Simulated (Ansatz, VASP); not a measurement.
BN: VASP beside Ansatz

```xyz
2
Lattice="0.0000 1.8493 1.8130 1.8493 0.0000 1.8130 1.8493 1.8493 0.0000" Properties=species:S:1:pos:R:3 pbc="T T T"
N     0.9246    0.9246    0.9065
B     0.0000    0.0000    0.0000
```

Alike in both runs: task single point; functional PBEsol; k mesh 10 × 10 × 10; occupations fermi-dirac, width 0.05 eV; no spin polarisation.

|  | VASP | Ansatz |
| --- | --- | --- |
| version | VASP 6.6.1 | Ansatz 0.2.0 |
| potentials or method | VASP PAW PBE potentials, release 64 (N, B) | Ansatz PAW |
| plane-wave cutoff (eV) | 600 | 420 |
| valence electrons in the cell | 8 | 8 |

Ansatz gave:

* gap on the k mesh at the Fermi level (eV): 3.90
* least direct gap on the mesh (eV): 8.33
* pressure (GPa): -19.6
* traceless stress, the component that is largest in VASP (GPa): 7.43

Estimate VASP's values.

gap on the k mesh at the Fermi level (eV): 3.89; least direct gap on the mesh (eV): 8.32; pressure (GPa): -19.5; traceless stress, the component that is largest in VASP (GPa): 7.43.

VASP's potentials were made for PBE, not for PBEsol.

Noted on Ansatz's run: Pulay correction over one GPa.
